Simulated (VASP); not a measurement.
Set up this calculation in VASP 6.6.1, as the native input.

```yaml
Task: single point
Functional: LDA
Potentials_or_basis: VASP PAW LDA potentials, release 64 (Mg, O)
Cutoff: 520 eV
k_mesh: 2 × 2 × 2
Occupations: fermi-dirac, width 0.05 eV
Spin: no spin polarisation
Dipole_correction: no
Further_INCAR_settings: LREAL = Auto; ALGO = Normal; EDIFF = 1e-06; NBANDS = 46
```

The structure of MgO lies in POSCAR:

```
MgO
1.0
    0.0000000000      3.8220000000      3.8220000000
    3.8220000000      0.0000000000      3.8220000000
    3.8220000000      3.8220000000      0.0000000000
Mg O
8 8
Direct
    0.0039115646     -0.0059000523     -0.0074437467
    0.0149921507     -0.0165881737      0.5131868132
   -0.0126111983      0.5033228676     -0.0062271062
   -0.0001569859      0.4999738357      0.4795133438
    0.4614338043      0.0155154369      0.0239403454
    0.4942961800      0.0312140241      0.5032443747
    0.5205520670      0.4846546311     -0.0137493459
    0.5197017268      0.4849031920      0.5036630037
    0.2324568289      0.2542778650      0.2622579801
    0.2557561486      0.2892464678      0.7282051282
    0.2408817373      0.7523417059      0.2451988488
    0.2694270016      0.7470303506      0.7369047619
    0.7744374673      0.2171637886      0.2375196232
    0.7565149137      0.2422030351      0.7559654631
    0.7384615385      0.7465724751      0.2531135531
    0.7288723182      0.7555599163      0.7867477760
```

These files were run (other wordings do the same):

INCAR

```
PREC = Accurate
ENCUT = 520
EDIFF = 1E-6
ISMEAR = -1
SIGMA = 0.05
LREAL = Auto
LASPH = True
NELM = 80
ALGO = Normal
ISIF = 2
LWAVE = False
LCHARG = False
NBANDS = 46
```

KPOINTS

```
regular mesh
0
Gamma
  2 2 2
```

Potentials or basis: VASP PAW LDA potentials, release 64 (Mg, O).

The run is started by

```bash
$ cat potpaw_LDA.64/Mg/POTCAR potpaw_LDA.64/O/POTCAR > POTCAR
$ mpirun -np 1 vasp_std > vasp.out
```

Results of the run:

```yaml
Pressure: 78.7 GPa
Largest_force: 3.658 eV/Å
Band_gap_on_the_k_mesh: 7.66 eV, direct
```

Caveat: the k points lie up to 0.71 Å⁻¹ apart; forces of over 1 eV/Å act on the atoms, so gaps and moduli don't describe the material at rest.

Run time: 87 s on 1 thread of Intel(R) Xeon(R) Platinum 8175M CPU @ 2.50GHz (Skylake/Cascade Lake), with other jobs on the host, peak memory 0.2 GiB.
